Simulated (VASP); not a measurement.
# Sn (Im-3m) in VASP: settings compared, part 2 of 3

VASP 6.6.1. Earlier steps stand in the parts before.

### Step 4. Single point, r2SCAN

This run uses another cell than the first one, of 26.78 Å³/atom, 1.030 times its volume.

POSCAR

```
Sn
1.0
   -1.8847274287      1.8847274287      1.8847274287
    1.8847274287     -1.8847274287      1.8847274287
    1.8847274287      1.8847274287     -1.8847274287
Sn
1
Direct
    0.0000000000      0.0000000000      0.0000000000
```

INCAR.step1

```
SYSTEM = Sn
  PREC = Accurate
  ENCUT = 520
  ISMEAR = 1
  SIGMA = 0.1
  LREAL = .FALSE.
  LASPH = .TRUE.
  NELM = 100
  NBANDS = 13
  GGA = PE
  ALGO = Normal
  EDIFF = 1E-4
  LWAVE = .TRUE.
  LCHARG = .FALSE.
```

INCAR.step2

```
SYSTEM = Sn
  PREC = Accurate
  ENCUT = 520
  EDIFF = 1E-6
  ISMEAR = 1
  SIGMA = 0.1
  LREAL = .FALSE.
  LASPH = .TRUE.
  NELM = 100
  ALGO = Normal
  ISIF = 2
  LWAVE = .FALSE.
  LCHARG = .FALSE.
  METAGGA = R2SCAN
  LMIXTAU = .TRUE.
  NBANDS = 13
  ISTART = 1
```

KPOINTS

```
Automatic mesh
0
G
  12 12 12
  0 0 0
```

Potentials or basis: VASP PAW PBE potentials, release 64 (Sn_d).

Launch:

```sh
$ cat potpaw_PBE.64/Sn_d/POTCAR > POTCAR
$ cp INCAR.step1 INCAR
$ mpirun -np 1 vasp_std > vasp.out
$ cp INCAR.step2 INCAR
$ mpirun -np 1 vasp_std > vasp.out
```

OUTCAR:

```text
SYSTEM = Sn
   PREC = Accurate
   ENCUT = 520
   EDIFF = 1E-6
   ISMEAR = 1
   LREAL = .FALSE.
   LASPH = .TRUE.
   NELM = 100
   ISIF = 2
   METAGGA = R2SCAN
   ISTART = 1

 ion  position               nearest neighbor table
   1  0.000  0.000  0.000-

  LATTYP: Found a body centered cubic cell.
 ALAT       =     3.7694548574

  Lattice vectors:

 A1 = (  -1.8847274287,   1.8847274287,   1.8847274287)
 A2 = (   1.8847274287,  -1.8847274287,   1.8847274287)
 A3 = (   1.8847274287,   1.8847274287,  -1.8847274287)

Analysis of symmetry for initial positions (statically):
=====================================================================
 Subroutine PRICEL returns:
 Original cell was already a primitive cell.

 Routine SETGRP: Setting up the symmetry group for a
 body centered cubic supercell.

 Subroutine GETGRP returns: Found 48 space group operations
 (whereof 48 operations were pure point group operations)
 out of a pool of 48 trial point group operations.

The static configuration has the point symmetry O_h .

Analysis of symmetry for dynamics (positions and initial velocities):
=====================================================================
 Subroutine PRICEL returns:
 Original cell was already a primitive cell.

 Routine SETGRP: Setting up the symmetry group for a
 body centered cubic supercell.

 Subroutine GETGRP returns: Found 48 space group operations
 (whereof 48 operations were pure point group operations)
 out of a pool of 48 trial point group operations.

The dynamic configuration has the point symmetry O_h .

 Subroutine INISYM returns: Found 48 space group operations
 (whereof 48 operations are pure point group operations),
 and found     1 'primitive' translations

----------------------------------------------------------------------------------------

                                     Primitive cell

[... 108 lines left out ...]
     AMIX_MAG =   1.60;   BMIX_MAG =  1.00
  volume/ion in A,a.u.               =      26.78       180.72
  Fermi-wavevector in a.u.,A,eV,Ry     =   1.318810  2.492190 23.664073  1.739260
  Thomas-Fermi vector in A             =   2.448753
   LORBIT       =      0    0 simple, 1 ext, 2 COOP (PROOUT), +10 PAW based schemes
   METAGGA = R2SCAN    functional components
   LHFCALC =     F    Hartree Fock is set to
   AEXX    =    0.0000 exact exchange contribution
   IVDW    =     0    specifies the selected vdW correction
   LEPSILON=     F    determine dielectric tensor
   LRPA    =     F    only Hartree local field effects (RPA)
 non-spin polarized calculation
 Methfessel and Paxton  Order N= 1 SIGMA  =   0.10
  energy-cutoff  :      520.00
  volume of cell :       26.78
 maximum number of plane-waves:       736
   NGX = 13   NGY = 13   NGZ = 13

 number of electron      13.9999991 magnetization

 Free energy of the ion-electron system (eV)
  ---------------------------------------------------
  ext. energy  EPLUGINS =         0.00000000
  ---------------------------------------------------
  free energy    TOTEN  =       -24.50464404 eV

  energy without entropy =      -24.50483755  energy(sigma->0) =      -24.50470854

 E-fermi :   8.2984     XC(G=0): -11.3462

 val. band max:        8.2480999112   @ k =  -0.4167   0.4167   0.4167
 cond. band min:       8.3085617213   @ k =   0.1667   0.1667   0.0833
 fundamental gap:      0.0604618100
 Fermi energy:         8.2983975971

 k-point     1 :       0.0000    0.0000    0.0000
  band No.  band energies     occupation
      1     -14.0698      2.00000
      2     -14.0697      2.00000
      3     -14.0697      2.00000
      4     -13.9102      2.00000
      5     -13.9102      2.00000
      6      -3.5537      2.00000
      7      16.7972      0.00000
      8      16.7972      0.00000
      9      16.7972      0.00000
     10      21.1525      0.00000
     11      21.1525      0.00000
     12      21.1525      0.00000
     13      21.5519      0.00000
[... 354 lines left out ...]
  band No.  band energies     occupation
      1     -14.1079      2.00000
      2     -14.0380      2.00000
      3     -13.9195      2.00000
      4     -13.9179      2.00000
      5     -13.8439      2.00000
      6       1.7958      2.00000
      7       3.8106      2.00000
      8      10.1822     -0.00000
      9      11.7943      0.00000
     10      19.3395      0.00000
     11      19.6932      0.00000
     12      24.7404      0.00000
     13      25.6034      0.00000

 [... further k-points ...]
[... 5 lines left out ...]
  --------------------------------------------------------------------------------------
  -------------------------------------------------------------------------------------
  Total        0.0126699      0.0126699      0.0126699     -0.0000000      0.0000000     -0.0000000
  in kB        0.7580135      0.7580135      0.7580135     -0.0000000      0.0000000     -0.0000000
  external PRESSURE =       0.7580135 kB  Pullay stress =       0.0000000 kB

 VOLUME and BASIS-vectors are now :
 -----------------------------------------------------------------------------
  energy-cutoff  :      520.00
  volume of cell :       26.78
      direct lattice vectors                 reciprocal lattice vectors
    -1.884727429  1.884727429  1.884727429     0.000000000  0.265290350  0.265290350
     1.884727429 -1.884727429  1.884727429     0.265290350  0.000000000  0.265290350
     1.884727429  1.884727429 -1.884727429     0.265290350  0.265290350  0.000000000

 POSITION                                       TOTAL-FORCE (eV/Angst)
 -----------------------------------------------------------------------------------
      0.00000      0.00000      0.00000         0.000000     -0.000000      0.000000
 -----------------------------------------------------------------------------------
    total drift:                                0.000000      0.000000     -0.000000

  FREE ENERGIE OF THE ION-ELECTRON SYSTEM (eV)
  ---------------------------------------------------
  free  energy   TOTEN  =       -24.5046440354 eV

  energy  without entropy=      -24.5048375454  energy(sigma->0) =      -24.50470854
```

Run time: 40 s. Hardware: 1 thread of Intel Xeon Platinum 8488C (Sapphire Rapids), shared host; peak memory 0.15 GiB.

Results:

```yaml
Free_energy: -24.5046 eV
Pressure: 0.1 GPa
Band_gap_on_the_k_mesh: zero (band 7 reaches 16.80 eV, above the bottom of band 8 at 5.55 eV)
```

Caveat: the PAW data sets were made with another functional, which shifts forces and pressure a little; spin-orbit coupling is left out, which moves the levels of the heavy elements.

### Step 5. Relaxation of cell and atoms, PBEsol

This run uses another cell than the first one, of 27.20 Å³/atom, 1.046 times its volume.

INCAR

```
PREC = Accurate
ENCUT = 600
EDIFF = 1E-6
ISMEAR = 1
SIGMA = 0.1
LREAL = F
LASPH = T
NELM = 60
ALGO = Normal
ISIF = 3
LWAVE = F
LCHARG = F
GGA = PS
IBRION = 2
NSW = 100
EDIFFG = -0.01
```

KPOINTS

```
Automatic mesh
0
Gamma
  12 12 12
```

POSCAR

```
Sn
1.0
   -1.8946518200      1.8946518200      1.8946518200
    1.8946518200     -1.8946518200      1.8946518200
    1.8946518200      1.8946518200     -1.8946518200
Sn
1
Direct
    0.0000000000      0.0000000000      0.0000000000
```

Potentials or basis: VASP PAW PBE potentials, release 64 (Sn_d).

Launch:

```sh
$ cat potpaw_PBE.64/Sn_d/POTCAR > POTCAR
$ mpirun -np 1 vasp_std > vasp.out
```

OUTCAR:

```text
PREC = Accurate
   ENCUT = 600
   EDIFF = 1E-6
   ISMEAR = 1
   LREAL = F
   LASPH = T
   NELM = 60
   ISIF = 3
   GGA = PS
   IBRION = 2
   NSW = 100
   EDIFFG = -0.01

 ion  position               nearest neighbor table
   1  0.000  0.000  0.000-

  LATTYP: Found a body centered cubic cell.
 ALAT       =     3.7893036400

  Lattice vectors:

 A1 = (  -1.8946518200,   1.8946518200,   1.8946518200)
 A2 = (   1.8946518200,  -1.8946518200,   1.8946518200)
 A3 = (   1.8946518200,   1.8946518200,  -1.8946518200)

Analysis of symmetry for initial positions (statically):
=====================================================================
 Subroutine PRICEL returns:
 Original cell was already a primitive cell.

 Routine SETGRP: Setting up the symmetry group for a
 body centered cubic supercell.

 Subroutine GETGRP returns: Found 48 space group operations
 (whereof 48 operations were pure point group operations)
 out of a pool of 48 trial point group operations.

The static configuration has the point symmetry O_h .

Analysis of symmetry for dynamics (positions and initial velocities):
=====================================================================
 Subroutine PRICEL returns:
 Original cell was already a primitive cell.

 Routine SETGRP: Setting up the symmetry group for a
 body centered cubic supercell.

 Subroutine GETGRP returns: Found 48 space group operations
 (whereof 48 operations were pure point group operations)
 out of a pool of 48 trial point group operations.

The dynamic configuration has the point symmetry O_h .

 Subroutine INISYM returns: Found 48 space group operations
 (whereof 48 operations are pure point group operations),
 and found     1 'primitive' translations

----------------------------------------------------------------------------------------

                                     Primitive cell

  volume of cell :      27.2050

  direct lattice vectors                    reciprocal lattice vectors
    -1.894651820  1.894651820  1.894651820     0.000000000  0.263900731  0.263900731
     1.894651820 -1.894651820  1.894651820     0.263900731  0.000000000  0.263900731
     1.894651820  1.894651820 -1.894651820     0.263900731  0.263900731  0.000000000

  length of vectors
     3.281633215  3.281633215  3.281633215     0.373211993  0.373211993  0.373211993

  position of ions in fractional coordinates (direct lattice)
     0.000000000  0.000000000  0.000000000

  ion indices of the primitive-cell ions
   primitive index   ion index
                 1           1

----------------------------------------------------------------------------------------

 KPOINTS: Automatic mesh

Automatic generation of k-mesh.
 Grid dimensions read from file:
 generate k-points for:   12   12   12

 Generating k-lattice:

  Cartesian coordinates                     Fractional coordinates (reciprocal lattice)
     0.000000000  0.021991728  0.021991728     0.083333333  0.000000000  0.000000000
     0.021991728  0.000000000  0.021991728     0.000000000  0.083333333  0.000000000
     0.021991728  0.021991728  0.000000000     0.000000000  0.000000000  0.083333333

[... 41 lines left out ...]
   dimension x,y,z NGX =    28 NGY =   28 NGZ =   28
   dimension x,y,z NGXF=    56 NGYF=   56 NGZF=   56
   ions per type =               1
   NGX,Y,Z   is equivalent  to a cutoff of  14.18, 14.18, 14.18 a.u.
   NGXF,Y,Z  is equivalent  to a cutoff of  28.37, 28.37, 28.37 a.u.
 SYSTEM =  unknown system
   PREC   = accura    normal or accurate (medium, high low for compatibility)
   ISTART =      0    job   : 0-new  1-cont  2-samecut
   ICHARG =      2    charge: 1-file 2-atom 10-const
   ISPIN  =      1    spin polarized calculation?
   LNONCOLLINEAR =      F non collinear calculations
   LSORBIT =      F    spin-orbit coupling
   LASPH  =      T    aspherical Exc in radial PAW
   ENCUT  =  600.0 eV  44.10 Ry    6.64 a.u.   6.55  6.55  6.55*2*pi/ulx,y,z
   NELM   =     60;   NELMIN=  2; NELMDL= -5     # of ELM steps
   EDIFF  = 0.1E-05   stopping-criterion for ELM
   LREAL  =      F    real-space projection
   EDIFFG = -.1E-01   stopping-criterion for IOM
   NSW    =    100    number of steps for IOM
   IBRION =      2    ionic relax: 0-MD 1-quasi-New 2-CG
   NFREE  =      1    steps in history (QN), initial steepest desc. (CG)
   ISIF   =      3    stress and relaxation
   ISYM   =      2    0-nonsym 1-usesym 2-fastsym
   POTIM  = 0.5000    time-step for ionic-motion
   TEBEG  =    0.0;   TEEND  =   0.0 temperature during run
   PSTRESS=    0.0 pullay stress
   NELECT =      14.0000    total number of electrons
   NUPDOWN=      -1.0000    fix difference up-down
   EMIN   =  10.00;   EMAX   =-10.00  energy-range for DOS
   EFERMI =   0.00;   METHOD = LEGACY
   ISMEAR =     1;   SIGMA  =   0.10  broadening in eV -4-tet -1-fermi 0-gaus
   EFERMI_NEDOS =   21; number of points for ismear=-14 and -15
   IALGO  =     38    algorithm
   IMIX   =      4    mixing-type and parameters
     AMIX     =   0.40;   BMIX     =  1.00
     AMIX_MAG =   1.60;   BMIX_MAG =  1.00
  volume/ion in A,a.u.               =      27.20       183.59
  Fermi-wavevector in a.u.,A,eV,Ry     =   1.311902  2.479136 23.416813  1.721087
  Thomas-Fermi vector in A             =   2.442332
   LORBIT       =      0    0 simple, 1 ext, 2 COOP (PROOUT), +10 PAW based schemes
   GGA     = PS    functional components
   LHFCALC =     F    Hartree Fock is set to
   AEXX    =    0.0000 exact exchange contribution
   IVDW    =     0    specifies the selected vdW correction
   LEPSILON=     F    determine dielectric tensor
   LRPA    =     F    only Hartree local field effects (RPA)
 conjugate gradient relaxation of ions
 non-spin polarized calculation
 Methfessel and Paxton  Order N= 1 SIGMA  =   0.10
  energy-cutoff  :      600.00
  volume of cell :       27.20
 maximum number of plane-waves:       935
 NGX is ok and might be reduce to    28
   NGX = 13   NGY = 13   NGZ = 13

--------------------------------------- Ionic step        1  -------------------------------------------

 number of electron      13.9999996 magnetization

 Free energy of the ion-electron system (eV)
  ---------------------------------------------------
  ext. energy  EPLUGINS =         0.00000000
  ---------------------------------------------------
  free energy    TOTEN  =        -4.22545386 eV

  energy without entropy =       -4.22575440  energy(sigma->0) =       -4.22555404

------------------------ aborting loop because EDIFF is reached ----------------------------------------

  FORCE on cell =-STRESS in cart. coord.  units (eV):
  Direction    XX          YY          ZZ          XY          YZ          ZX
  --------------------------------------------------------------------------------------
  -------------------------------------------------------------------------------------
  Total       -0.4021428     -0.4021428     -0.4021428      0.0000000     -0.0000000      0.0000000
  in kB      -23.6833249    -23.6833249    -23.6833249      0.0000000     -0.0000000      0.0000000
  external PRESSURE =     -23.6833249 kB  Pullay stress =       0.0000000 kB
[... 57 lines left out ...]
--------------------------------------- Ionic step        3  -------------------------------------------

 number of electron      14.0000004 magnetization

 Free energy of the ion-electron system (eV)
  ---------------------------------------------------
  ext. energy  EPLUGINS =         0.00000000
  ---------------------------------------------------
  free energy    TOTEN  =        -4.23456066 eV

  energy without entropy =       -4.23477930  energy(sigma->0) =       -4.23463354

 E-fermi :   8.5442     XC(G=0): -10.7135

 val. band max:        8.4503039271   @ k =  -0.4167   0.4167   0.4167
 cond. band min:       8.5511948806   @ k =   0.1667   0.1667   0.0833
 fundamental gap:      0.1008909534
 Fermi energy:         8.5441735319

 k-point     1 :       0.0000    0.0000    0.0000
  band No.  band energies     occupation
      1     -13.0141      2.00000
      2     -13.0141      2.00000
      3     -13.0141      2.00000
      4     -12.8544      2.00000
      5     -12.8544      2.00000
      6      -2.9588      2.00000
      7      16.8273      0.00000
      8      16.8273      0.00000
      9      16.8273      0.00000
     10      20.6785      0.00000
     11      20.6785      0.00000
[... 309 lines left out ...]
 k-point    24 :       0.4167    0.0833    0.0833
  band No.  band energies     occupation
      1     -13.0532      2.00000
      2     -12.9836      2.00000
      3     -12.8625      2.00000
      4     -12.8603      2.00000
      5     -12.7853      2.00000
      6       2.2311      2.00000
      7       4.1675      2.00000
      8      10.3787     -0.00000
      9      11.8596      0.00000
     10      19.1248      0.00000
     11      19.5389      0.00000

 [... further k-points ...]
[... 5 lines left out ...]
  --------------------------------------------------------------------------------------
  -------------------------------------------------------------------------------------
  Total        0.0038800      0.0038800      0.0038800     -0.0000000     -0.0000000      0.0000000
  in kB        0.2389269      0.2389269      0.2389269     -0.0000000     -0.0000000      0.0000000
  external PRESSURE =       0.2389269 kB  Pullay stress =       0.0000000 kB
[... 16 lines left out ...]
  FREE ENERGIE OF THE ION-ELECTRON SYSTEM (eV)
  ---------------------------------------------------
  free  energy   TOTEN  =        -4.2345606630 eV

  energy  without entropy=       -4.2347793015  energy(sigma->0) =       -4.23463354

 reached required accuracy - stopping structural energy minimisation
```

OSZICAR:

```text
N       E                     dE             d eps       ncg     rms          rms(c)
DAV:   1     0.739863555622E+02    0.73986E+02   -0.81528E+03  1610   0.207E+03
DAV:   2     0.829805078513E-01   -0.73903E+02   -0.72400E+02  1632   0.346E+02
DAV:   3    -0.415638613296E+01   -0.42394E+01   -0.42124E+01  1844   0.762E+01
DAV:   4    -0.424359532728E+01   -0.87209E-01   -0.87188E-01  1794   0.115E+01
[... 20 lines left out ...]
DAV:   3    -0.423484601237E+01    0.54442E-02   -0.15259E-02  2343   0.253E+00    0.484E-02
DAV:   4    -0.423458793501E+01    0.25808E-03   -0.38822E-04  1788   0.312E-01    0.140E-02
DAV:   5    -0.423456353360E+01    0.24401E-04   -0.17865E-05  2389   0.463E-02    0.719E-03
DAV:   6    -0.423456056503E+01    0.29686E-05   -0.33257E-06  1733   0.329E-02    0.110E-03
DAV:   7    -0.423456066298E+01   -0.97958E-07   -0.59758E-08   822   0.349E-03
   3 F= -.42345607E+01 E0= -.42346335E+01  d E =-.910680E-02
```

CONTCAR:

```text
Sn
   1.00000000000000
    -1.8666835632690648    1.8666835632690648    1.8666835632690648
     1.8666835632690648   -1.8666835632690648    1.8666835632690648
     1.8666835632690648    1.8666835632690648   -1.8666835632690648
  Sn
     1
Direct
     0.0000000000000000    0.0000000000000000    0.0000000000000000

  0.00000000E+00  0.00000000E+00  0.00000000E+00
```

Wall time 34 s (1 thread of Intel Xeon Platinum 8488C (Sapphire Rapids), shared host); peak memory 0.18 GiB.

Results:

```
Free energy                            : -4.2346 eV
Relaxed volume                         : 26.02 Å³/atom
Relaxed cell                           : a = 3.233 Å, b = 3.233 Å, c = 3.233 Å, α = 109.47°, β = 109.47°, γ = 109.47°
Space group after relaxing (to 0.05 Å) : Im-3m (No. 229)
Energy gained by relaxing              : 9.1 meV/atom
Ionic steps                            : 3
Pressure after relaxing                : 0.0 GPa
Band gap on the k mesh                 : zero (band 7 reaches 16.83 eV, above the bottom of band 8 at 5.85 eV)
```

Step by step:
| step | energy change (eV) | largest force (eV/Å) | pressure (GPa) | volume (Å³) |
| --- | --- | --- | --- | --- |
| 1 | 0.0000 | 0.0000 | -2.37 | 27.20 |
| 2 | -0.0081 | 0.0000 | 0.85 | 25.65 |
| 3 | -0.0091 | 0.0000 | 0.02 | 26.02 |

Final structure:
```
Sn
1.0
    -1.86668    1.86668    1.86668
     1.86668   -1.86668    1.86668
     1.86668    1.86668   -1.86668
Sn
1
Direct
  0.00000 0.00000 0.00000
```

Caveat: the PAW data sets were made with another functional, which shifts forces and pressure a little; spin-orbit coupling is left out, which moves the levels of the heavy elements.

[end of part 2 of 3]
